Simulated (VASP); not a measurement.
Al18O: single point with PBE

The system is Al18O, a slab with vacuum.

```
CELL_PARAMETERS angstrom
12.15000 0.00000 0.00000
0.00000 5.72757 0.00000
0.00000 0.00000 14.86378
ATOMIC_POSITIONS crystal
Al 0.00000 0.00000 0.06728
Al 0.33333 0.00000 0.06728
Al 0.66667 0.00000 0.06728
Al 0.00000 0.50000 0.06728
Al 0.33333 0.50000 0.06728
Al 0.66667 0.50000 0.06728
Al 0.17291 0.24652 0.17291
Al 0.50079 0.25339 0.15480
Al 0.83172 0.24389 0.16381
Al 0.16683 0.74831 0.15870
Al 0.50058 0.76596 0.15269
Al 0.83222 0.74258 0.16088
Al 0.99844 0.99390 0.25908
Al 0.33987 0.99889 0.25892
Al 0.67082 0.97851 0.26047
Al 0.99985 0.49555 0.25896
Al 0.34158 0.52889 0.25763
Al 0.65861 0.48880 0.26307
O 0.45844 0.33374 0.26994
```

- Program: VASP 6.6.1
- Task: single point
- Functional: PBE
- Potentials or basis: VASP PAW PBE potentials, release 64 (Al, O)
- Cutoff: 520 eV
- k mesh: 2 × 4 × 1
- Occupations: gaussian, width 0.05 eV
- Spin: no spin polarisation
- Dipole correction: no
- Further INCAR settings: LREAL = Auto; ALGO = Normal; EDIFF = 1e-06; NBANDS = 45

* Largest force: 0.741 eV/Å
* Band gap on the k mesh: zero (bands 30 and 31 overlap by 0.92 eV)

Forces in eV/Å, atoms in the order of the input:
```
Al   0.171 -0.052  0.039
Al  -0.085 -0.063 -0.050
Al   0.127  0.039 -0.101
Al   0.164  0.043  0.005
Al  -0.042  0.337 -0.053
Al  -0.012 -0.036  0.102
Al   0.020  0.002  0.070
Al   0.042  0.048 -0.073
Al   0.017  0.000  0.027
Al  -0.013 -0.001 -0.018
Al   0.006  0.068 -0.089
Al   0.050  0.014 -0.023
Al   0.000  0.005  0.004
Al   0.057  0.009 -0.018
Al  -0.025 -0.017  0.014
Al  -0.001  0.015  0.003
Al  -0.097  0.193 -0.074
Al  -0.008 -0.012 -0.013
O   -0.372 -0.591  0.248
```

Levels at points of the mesh, in eV from the Fermi level:
| k point | band 28 | band 29 | band 30 | band 31 | band 32 | band 33 |
| --- | --- | --- | --- | --- | --- | --- |
| (0.00, 0.00, 0.00) | -1.11 | -1.05 | -0.93 | -0.65 | -0.38 | 0.16 |
| (0.50, 0.00, 0.00) | -0.93 | -0.61 | -0.36 | 0.16 | 0.32 | 0.33 |
| (0.00, 0.50, 0.00) | -0.40 | -0.38 | -0.20 | 0.04 | 0.31 | 0.49 |
| (0.50, 0.50, 0.00) | -0.30 | -0.09 | 0.25 | 0.51 | 0.54 | 0.61 |

Wall time 6.7 min on 1 thread of AMD EPYC 9R45 96-Core Processor (Zen 5) (shared host), peak memory 0.9 GiB.

Caveat: there is no dipole correction, which matters where the two faces differ.
